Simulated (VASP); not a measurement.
# Ni (I4/mmm) in VASP: notebook, part 2 of 2

VASP 6.6.1.

## Step 3: Single point, PBE, collinear spin, ferromagnetic start (strain -0.030 along x and y, +0.030 along z)

Contents of INCAR:

```
PREC = Accurate ; ENCUT = 520
EDIFF = 1E-7 ; ISMEAR = 0
SIGMA = 0.15 ; LREAL = F
LASPH = T ; NELM = 150
ALGO = Fast ; ISIF = 2
LWAVE = F ; LCHARG = F
ISPIN = 2 ; MAGMOM = 0.81
LORBIT = 11 ; LMAXMIX = 4
GGA = PE ; NBANDS = 15
```

Contents of KPOINTS:

```
regular mesh
0
Gamma
  22 22 22
```

Contents of POSCAR:

```
Ni
1.0
    0.0000000000      1.7149115000      1.8209885000
    1.7149115000      0.0000000000      1.8209885000
    1.7149115000      1.7149115000      0.0000000000
Ni
1
Direct
    0.0000000000      0.0000000000      0.0000000000
```

Potentials or basis: VASP PAW PBE potentials, release 64 (Ni).

Launch:

```
$ cat potpaw_PBE.64/Ni/POTCAR > POTCAR
$ mpirun -np 1 vasp_std > vasp.out
```

OUTCAR:

```text
PREC = Accurate
   ENCUT = 520
   EDIFF = 1E-7
   ISMEAR = 0
   LREAL = F
   LASPH = T
   NELM = 150
   ISIF = 2
   ISPIN = 2
   LORBIT = 11
   GGA = PE

 ion  position               nearest neighbor table
   1  0.000  0.000  0.000-

  LATTYP: Found a body centered tetragonal cell.
 ALAT       =     2.4252511016
 C/A-ratio  =     1.5016906899

  Lattice vectors:

 A1 = (  -1.7149115000,   0.0000000000,   1.8209885000)
 A2 = (   1.7149115000,   0.0000000000,   1.8209885000)
 A3 = (   0.0000000000,   1.7149115000,  -1.8209885000)

Analysis of symmetry for initial positions (statically):
=====================================================================
 Subroutine PRICEL returns:
 Original cell was already a primitive cell.

 Routine SETGRP: Setting up the symmetry group for a
 body centered tetragonal supercell.

 Subroutine GETGRP returns: Found 16 space group operations
 (whereof 16 operations were pure point group operations)
 out of a pool of 16 trial point group operations.

The static configuration has the point symmetry D_4h.

Analysis of symmetry for dynamics (positions and initial velocities):
=====================================================================
 Subroutine PRICEL returns:
 Original cell was already a primitive cell.

 Routine SETGRP: Setting up the symmetry group for a
 body centered tetragonal supercell.

 Subroutine GETGRP returns: Found 16 space group operations
 (whereof 16 operations were pure point group operations)
 out of a pool of 16 trial point group operations.

The dynamic configuration has the point symmetry D_4h.

Analysis of structural, dynamic, and magnetic symmetry:
=====================================================================
 Subroutine PRICEL returns:
 Original cell was already a primitive cell.

 Routine SETGRP: Setting up the symmetry group for a
 body centered tetragonal supercell.

 Subroutine GETGRP returns: Found 16 space group operations
 (whereof 16 operations were pure point group operations)
 out of a pool of 16 trial point group operations.

The overall configuration has the point symmetry D_4h.
[... 164 lines left out ...]
      6       8.5276      1.00000
      7      33.5291      0.00000
      8      37.0007      0.00000
      9      37.6891      0.00000
     10      37.6891      0.00000
     11      40.3630      0.00000
     12      40.3630      0.00000
     13      40.7318      0.00000
     14      43.1332      0.00000
[... 403 lines left out ...]
      4       8.5094      1.00000
      5       8.9031      1.00000
      6       9.7834      0.03593
      7      15.6180      0.00000
      8      30.4337      0.00000
      9      33.9948      0.00000
     10      35.3777      0.00000
     11      37.5838      0.00000
     12      38.7145      0.00000
     13      44.1647      0.00000
     14      55.0407      0.00000
     15      55.2935      0.00000

 [... further k-points ...]

 spin component 2

 k-point     1 :       0.0000    0.0000    0.0000
  band No.  band energies     occupation
      1       0.4488      1.00000
      2       7.6298      1.00000
      3       8.0154      1.00000
      4       8.0154      1.00000
      5       8.6984      1.00000
      6       9.1117      1.00000
      7      33.3729      0.00000
      8      36.9423      0.00000
      9      37.6902      0.00000
     10      37.6902      0.00000
     11      40.4506      0.00000
     12      40.4506      0.00000
     13      40.8664      0.00000
     14      43.0167      0.00000
[... 403 lines left out ...]
      4       8.7989      1.00000
      5       9.6506      0.29170
      6      10.2207      0.00000
      7      16.0191      0.00000
      8      30.4035      0.00000
      9      33.9933      0.00000
     10      35.4558      0.00000
     11      37.6308      0.00000
     12      38.7540      0.00000
     13      44.2843      0.00000
     14      55.1260      0.00000
     15      55.3996      0.00000

 [... further k-points ...]

------------------------ aborting loop because EDIFF is reached ----------------------------------------

  FORCE on cell =-STRESS in cart. coord.  units (eV):
  Direction    XX          YY          ZZ          XY          YZ          ZX
  --------------------------------------------------------------------------------------
  -------------------------------------------------------------------------------------
  Total        0.4349036      0.4349036     -0.1272561      0.0000000      0.0000000      0.0000000
  in kB       65.0553465     65.0553465    -19.0356838      0.0000000      0.0000000      0.0000000
  external PRESSURE =      37.0250031 kB  Pullay stress =       0.0000000 kB

 VOLUME and BASIS-vectors are now :
 -----------------------------------------------------------------------------
  energy-cutoff  :      520.00
  volume of cell :       10.71
      direct lattice vectors                 reciprocal lattice vectors
     0.000000000  1.714911500  1.820988500    -0.291560235  0.291560235  0.274576144
     1.714911500  0.000000000  1.820988500     0.291560235 -0.291560235  0.274576144
     1.714911500  1.714911500  0.000000000     0.291560235  0.291560235 -0.274576144

 POSITION                                       TOTAL-FORCE (eV/Angst)
 -----------------------------------------------------------------------------------
      0.00000      0.00000      0.00000         0.000000     -0.000000      0.000000
 -----------------------------------------------------------------------------------
    total drift:                                0.000000     -0.000000      0.000000

  FREE ENERGIE OF THE ION-ELECTRON SYSTEM (eV)
  ---------------------------------------------------
  free  energy   TOTEN  =        -5.4673183006 eV

  energy  without entropy=       -5.4476665885  energy(sigma->0) =       -5.45749244

 total charge

# of ion       s       p       d       tot
------------------------------------------
    1        0.504   0.512   8.323   9.339

 magnetization (x)

# of ion       s       p       d       tot
------------------------------------------
    1       -0.006  -0.024   0.664   0.633
```

OSZICAR:

```text
N       E                     dE             d eps       ncg     rms          rms(c)
DAV:   1     0.330748560715E+02    0.33075E+02   -0.42204E+03 53176   0.861E+02
DAV:   2    -0.504986407044E+01   -0.38125E+02   -0.35324E+02 56767   0.162E+02
DAV:   3    -0.648236734217E+01   -0.14325E+01   -0.14202E+01 61429   0.309E+01
DAV:   4    -0.649082615441E+01   -0.84588E-02   -0.84573E-02 61291   0.226E+00
DAV:   5    -0.649092312652E+01   -0.96972E-04   -0.96971E-04 62474   0.217E-01    0.100E+01
RMM:   6    -0.578509662458E+01    0.70583E+00   -0.16074E+00 68033   0.134E+01    0.622E+00
RMM:   7    -0.549043541903E+01    0.29466E+00   -0.18380E-01 67059   0.441E+00    0.214E+00
RMM:   8    -0.546984039247E+01    0.20595E-01   -0.43753E-03 77638   0.393E-01    0.974E-01
RMM:   9    -0.546782159016E+01    0.20188E-02   -0.77575E-04 79113   0.171E-01    0.236E-01
RMM:  10    -0.546732802164E+01    0.49357E-03   -0.15838E-04 72719   0.130E-01    0.387E-02
RMM:  11    -0.546731656173E+01    0.11460E-04   -0.40763E-05 76618   0.491E-02    0.344E-02
RMM:  12    -0.546731836179E+01   -0.18001E-05   -0.95552E-06 81201   0.184E-02    0.163E-02
RMM:  13    -0.546731822105E+01    0.14074E-06   -0.11292E-06 77892   0.649E-03    0.304E-03
RMM:  14    -0.546731830065E+01   -0.79598E-07   -0.14191E-07 63625   0.258E-03
   1 F= -.54673183E+01 E0= -.54574924E+01  d E =-.196517E-01  mag=     0.6230
```

stdout:

```text
POSCAR found type information on POSCAR Ni
 POSCAR found :  1 types and       1 ions
 scaLAPACK will be used
 LDA part: xc-table for (Slater+PW92), standard interpolation
 POSCAR, INCAR and KPOINTS ok, starting setup
 FFT: planning ... GRIDC
 FFT: planning ... GRID_SOFT
 FFT: planning ... GRID
[... 23 lines left out ...]
 num prob WARNING in EDDRMM: call to ZHEGV failed, returncode =   8  4     11
WARNING in EDDRMM: call to ZHEGV failed, returncode =   8  4     12
WARNING in EDDRMM: call to ZHEGV failed, returncode =   6  3     12
WARNING in EDDRMM: call to ZHEGV failed, returncode =   6  3     11
WARNING in EDDRMM: call to ZHEGV failed, returncode =   6  3     12
WARNING in EDDRMM: call to ZHEGV failed, returncode =   8  4     13
WARNING in EDDRMM: call to ZHEGV failed, returncode =   8  4     12
WARNING in EDDRMM: call to ZHEGV failed, returncode =   6  3     13
WARNING in EDDRMM: call to ZHEGV failed, returncode =   8  4     12
 num prob WARNING in EDDRMM: call to ZHEGV failed, returncode =   8  4     12
```

Wall time 5.6 min (1 thread of Intel Xeon Platinum 8259CL at 2.50GHz (Skylake/Cascade Lake), shared host); peak memory 0.3 GiB.

Results:

```yaml
Free_energy: -5.4673 eV
Pressure: 3.7 GPa
Net_moment: 0.62 μB per cell
Site_moments: Ni +0.63 μB
Valence_electrons_inside_the_program's_atomic_spheres: Ni 9.34
```

Caveat: the cell differs from its parent crystal (strain -0.030 along x and y, +0.030 along z); the cell stands under pressure.

## Step 4: Single point, PBE, collinear spin, ferromagnetic start (strain +0.000 along x and y, -0.030 along z)

Contents of INCAR:

```
ALGO = Normal ; EDIFF = 1E-6
ENCUT = 520 ; GGA = PE
ISIF = 2 ; ISMEAR = 0
ISPIN = 2 ; LASPH = True
LCHARG = False ; LMAXMIX = 4
LORBIT = 11 ; LREAL = False
LWAVE = False ; MAGMOM = 0.81
NBANDS = 15 ; NELM = 150
PREC = Accurate ; SIGMA = 0.15
```

Contents of KPOINTS:

```
k-points
0
Gamma
  22 22 22
```

Contents of POSCAR:

```
Ni
1.0
    0.0000000000      1.7679500000      1.7149115000
    1.7679500000      0.0000000000      1.7149115000
    1.7679500000      1.7679500000      0.0000000000
Ni
1
Direct
    0.0000000000      0.0000000000      0.0000000000
```

Launch:

```
$ cat potpaw_PBE.64/Ni/POTCAR > POTCAR
$ mpirun -np 1 vasp_std > vasp.out
```

Wall time 4.5 min (1 thread of Intel Xeon Platinum 8259CL at 2.50GHz (Skylake/Cascade Lake), shared host); peak memory 0.3 GiB.

Results (log left out):

```
Free energy                                           : -5.4760 eV
Pressure                                              : 3.3 GPa
Net moment                                            : 0.63 μB per cell
Site moments                                          : Ni +0.64 μB
Valence electrons inside the program's atomic spheres : Ni 9.34
```

Stress tensor (GPa, compression positive):
```
2.19 0.00 0.00
0.00 2.19 0.00
0.00 0.00 5.57
```

Levels at points of the mesh, in eV from the Fermi level:
Spin up:
| k point | band 3 | band 4 | band 5 | band 6 | band 7 | band 8 |
| --- | --- | --- | --- | --- | --- | --- |
| (0.00, 0.00, 0.00) | -2.52 | -2.34 | -1.37 | -1.17 | 23.87 | 27.72 |
| (0.50, 0.00, 0.00) | -2.35 | -0.63 | -0.56 | -0.31 | 5.78 | 22.22 |
| (0.50, 0.50, 0.00) | -0.56 | -0.45 | -0.45 | 2.95 | 9.91 | 14.46 |
| (0.50, 0.00, 0.50) | -0.54 | -0.53 | -0.41 | 2.22 | 9.08 | 15.22 |
Spin down:
```csv
k point,band 3,band 4,band 5,band 6,band 7,band 8
"(0.00, 0.00, 0.00)",-1.77,-1.59,-0.78,-0.58,23.71,27.69
"(0.50, 0.00, 0.00)",-1.73,-0.37,0.12,0.20,6.20,22.09
"(0.50, 0.50, 0.00)",0.07,0.41,0.41,2.92,10.14,14.47
"(0.50, 0.00, 0.50)",0.07,0.32,0.46,2.18,9.33,15.22
```

Caveat: the cell differs from its parent crystal (strain +0.000 along x and y, -0.030 along z); the cell stands under pressure.

## Step 5: Single point, PBE, collinear spin, ferromagnetic start (strain +0.000 along x and y, +0.030 along z)

INCAR is that of step 4.

KPOINTS is that of step 4.

Contents of POSCAR:

```
Ni
1.0
    0.0000000000      1.7679500000      1.8209885000
    1.7679500000      0.0000000000      1.8209885000
    1.7679500000      1.7679500000      0.0000000000
Ni
1
Direct
    0.0000000000      0.0000000000      0.0000000000
```

Launch:

```
$ cat potpaw_PBE.64/Ni/POTCAR > POTCAR
$ mpirun -np 1 vasp_std > vasp.out
```

Wall time 2.8 min (1 thread of Intel Xeon Platinum 8488C (Sapphire Rapids), shared host); peak memory 0.31 GiB.

It converged, with:

```yaml
Free_energy: -5.4655 eV
Pressure: -7.6 GPa
Net_moment: 0.64 μB per cell
Site_moments: Ni +0.66 μB
Valence_electrons_inside_the_program's_atomic_spheres: Ni 9.23
```

Stress tensor (GPa, compression positive):
```
-6.53  0.00  0.00
 0.00 -6.53  0.00
 0.00  0.00 -9.86
```

Levels at points of the mesh, in eV from the Fermi level:
Spin up:
```tsv
k point	band 1	band 2	band 3	band 4	band 5	band 6	band 7	band 8	band 9	band 10
(0.00, 0.00, 0.00)	-8.70	-2.44	-2.27	-2.27	-1.32	-1.13	23.36	26.68	26.94	26.94
(0.50, 0.00, 0.00)	-4.60	-2.39	-2.21	-0.65	-0.59	-0.20	5.35	21.66	23.62	24.39
(0.50, 0.50, 0.00)	-4.41	-3.96	-0.55	-0.51	-0.51	1.99	8.31	14.89	14.89	19.58
(0.50, 0.00, 0.50)	-4.37	-3.97	-0.57	-0.56	-0.44	2.65	9.08	14.18	14.19	18.98
```
Spin down:
| k point | band 3 | band 4 | band 5 | band 6 | band 7 | band 8 |
| --- | --- | --- | --- | --- | --- | --- |
| (0.00, 0.00, 0.00) | -1.50 | -1.50 | -0.72 | -0.54 | 23.18 | 26.65 |
| (0.50, 0.00, 0.00) | -1.59 | -0.27 | 0.12 | 0.19 | 5.78 | 21.53 |
| (0.50, 0.50, 0.00) | 0.07 | 0.36 | 0.36 | 1.94 | 8.56 | 14.90 |
| (0.50, 0.00, 0.50) | 0.06 | 0.31 | 0.44 | 2.61 | 9.32 | 14.18 |

Caveat: the cell differs from its parent crystal (strain +0.000 along x and y, +0.030 along z); the cell stands under tension.

## Step 6: Single point, PBE, collinear spin, ferromagnetic start (strain +0.030 along x and y, +0.000 along z)

Contents of INCAR:

```
SYSTEM = Ni
PREC     = Accurate       ! precision mode
ENCUT    = 520            ! plane-wave cutoff, eV
EDIFF    = 1E-7           ! SCF threshold, eV
ISMEAR   = 0              ! smearing method
SIGMA    = 0.15           ! smearing width, eV
LREAL    = .FALSE.        ! projectors in reciprocal space
LASPH    = .TRUE.         ! aspherical terms in the spheres
NELM     = 150            ! most SCF steps
ALGO     = Normal         ! electronic algorithm
ISIF     = 2              ! what is computed and relaxed
LWAVE    = .FALSE.        ! write WAVECAR
LCHARG   = .TRUE.         ! write CHGCAR
ISPIN    = 2              ! spin polarisation
MAGMOM   = 0.81           ! initial moments
LORBIT   = 11             ! projections on sites
LMAXMIX  = 4              ! l up to which the mixer works
GGA      = PE             ! functional
LELF     = .TRUE.         ! ELF
LVHAR    = .TRUE.       
NBANDS   = 15             ! bands
```

Contents of KPOINTS:

```
Automatic mesh
0
G
  22 22 22
  0 0 0
```

Contents of POSCAR:

```
Ni
1.0
    0.0000000000      1.8209885000      1.7679500000
    1.8209885000      0.0000000000      1.7679500000
    1.8209885000      1.8209885000      0.0000000000
Ni
1
Direct
    0.0000000000      0.0000000000      0.0000000000
```

Potentials or basis: VASP PAW PBE potentials, release 64 (Ni).

Launch:

```
$ cat potpaw_PBE.64/Ni/POTCAR > POTCAR
$ mpirun -np 1 vasp_std > vasp.out
```

OUTCAR:

```text
SYSTEM = Ni
   PREC = Accurate
   ENCUT = 520
   EDIFF = 1E-7
   ISMEAR = 0
   LREAL = .FALSE.
   LASPH = .TRUE.
   NELM = 150
   ISIF = 2
   ISPIN = 2
   LORBIT = 11
   GGA = PE

 ion  position               nearest neighbor table
   1  0.000  0.000  0.000-

  LATTYP: Found a body centered tetragonal cell.
 ALAT       =     2.5752666336
 C/A-ratio  =     1.3730228761

  Lattice vectors:

 A1 = (   0.0000000000,  -1.8209885000,  -1.7679500000)
[... 1075 lines left out ...]
  -------------------------------------------------------------------------------------
  Total       -0.9367925     -0.9367925     -0.7454671      0.0000000     -0.0000000      0.0000000
  in kB     -128.0087356   -128.0087356   -101.8649243      0.0000000     -0.0000000      0.0000000
  external PRESSURE =    -119.2941318 kB  Pullay stress =       0.0000000 kB

 VOLUME and BASIS-vectors are now :
 -----------------------------------------------------------------------------
  energy-cutoff  :      520.00
  volume of cell :       11.73
      direct lattice vectors                 reciprocal lattice vectors
     0.000000000  1.820988500  1.767950000    -0.274576144  0.274576144  0.282813428
     1.820988500  0.000000000  1.767950000     0.274576144 -0.274576144  0.282813428
     1.820988500  1.820988500  0.000000000     0.274576144  0.274576144 -0.282813428

 POSITION                                       TOTAL-FORCE (eV/Angst)
 -----------------------------------------------------------------------------------
      0.00000      0.00000      0.00000        -0.000000      0.000000      0.000000
 -----------------------------------------------------------------------------------
    total drift:                                0.000000      0.000000      0.000000

  FREE ENERGIE OF THE ION-ELECTRON SYSTEM (eV)
  ---------------------------------------------------
  free  energy   TOTEN  =        -5.4447604076 eV

  energy  without entropy=       -5.4236672875  energy(sigma->0) =       -5.43421385

 total charge

# of ion       s       p       d       tot
------------------------------------------
    1        0.467   0.435   8.285   9.187

 magnetization (x)

# of ion       s       p       d       tot
------------------------------------------
    1       -0.006  -0.024   0.696   0.665
```

OSZICAR:

```text
N       E                     dE             d eps       ncg     rms          rms(c)
DAV:   1     0.332141181843E+02    0.33214E+02   -0.42181E+03 52602   0.840E+02
DAV:   2    -0.495773741058E+01   -0.38172E+02   -0.35378E+02 57397   0.160E+02
DAV:   3    -0.645402956498E+01   -0.14963E+01   -0.14819E+01 60638   0.312E+01
DAV:   4    -0.646426800663E+01   -0.10238E-01   -0.10237E-01 61479   0.245E+00
DAV:   5    -0.646442088822E+01   -0.15288E-03   -0.15288E-03 61590   0.268E-01    0.935E+00
DAV:   6    -0.587747532041E+01    0.58695E+00   -0.15132E+01 72755   0.416E+01    0.668E+00
DAV:   7    -0.545931775086E+01    0.41816E+00   -0.29557E+00 69735   0.166E+01    0.171E+00
DAV:   8    -0.544797558051E+01    0.11342E-01   -0.21386E-02 59227   0.945E-01    0.895E-01
DAV:   9    -0.544530056579E+01    0.26750E-02   -0.23614E-03 81536   0.312E-01    0.244E-01
DAV:  10    -0.544476830874E+01    0.53226E-03   -0.70608E-04 84725   0.155E-01    0.348E-02
DAV:  11    -0.544475964128E+01    0.86675E-05   -0.55161E-05 72806   0.531E-02    0.317E-02
DAV:  12    -0.544476065679E+01   -0.10155E-05   -0.11018E-06 67124   0.826E-03    0.117E-02
DAV:  13    -0.544476045150E+01    0.20529E-06   -0.34512E-07 69954   0.591E-03    0.454E-03
DAV:  14    -0.544476040759E+01    0.43917E-07   -0.47921E-08 42660   0.206E-03
   1 F= -.54447604E+01 E0= -.54342138E+01  d E =-.210931E-01  mag=     0.6465
```

stdout:

```text
POSCAR found type information on POSCAR Ni
 POSCAR found :  1 types and       1 ions
 scaLAPACK will be used
 LDA part: xc-table for (Slater+PW92), standard interpolation
 POSCAR, INCAR and KPOINTS ok, starting setup
 FFT: planning ... GRIDC
 FFT: planning ... GRID_SOFT
 FFT: planning ... GRID
 WAVECAR not read
 entering main loop
```

Run time: 3.4 min. Hardware: 1 thread of Intel Xeon Platinum 8488C (Sapphire Rapids), shared host; peak memory 0.32 GiB.

What came out:

```yaml
Free_energy: -5.4448 eV
Pressure: -11.9 GPa
Net_moment: 0.65 μB per cell
Site_moments: Ni +0.67 μB
Valence_electrons_inside_the_program's_atomic_spheres: Ni 9.19
```

Caveat: the cell differs from its parent crystal (strain +0.030 along x and y, +0.000 along z); the cell stands under tension.

## Step 7: Summary

| cell | gap on the mesh (eV) | pressure (GPa) | moment (μB) |
| --- | --- | --- | --- |
| a = 2.482, b = 2.482, c = 2.425 Å, angles 60.8, 60.8, 58.5°, 1 atom | none | 6.8 | 0.62 |
| a = 2.501, b = 2.501, c = 2.425 Å, angles 61.0, 61.0, 58.0°, 1 atom | none | 3.7 | 0.62 |
| a = 2.463, b = 2.463, c = 2.500 Å, angles 59.5, 59.5, 61.0°, 1 atom | none | 3.3 | 0.63 |
| a = 2.538, b = 2.538, c = 2.500 Å, angles 60.5, 60.5, 59.0°, 1 atom | none | -7.6 | 0.64 |
| a = 2.538, b = 2.538, c = 2.575 Å, angles 59.5, 59.5, 61.0°, 1 atom | none | -11.9 | 0.65 |

Alike in all rows: task single point; level PBE; potentials or basis VASP PAW PBE potentials, release 64 (Ni); spin collinear, ferromagnetic start; k mesh 22 × 22 × 22; cutoff (eV) 520; smearing gaussian 0.15 eV.

Caveats: the cell stands under pressure (at least some runs); the cell stands under tension (at least some runs).

Absolute energies hang on the potentials; compare differences alone.
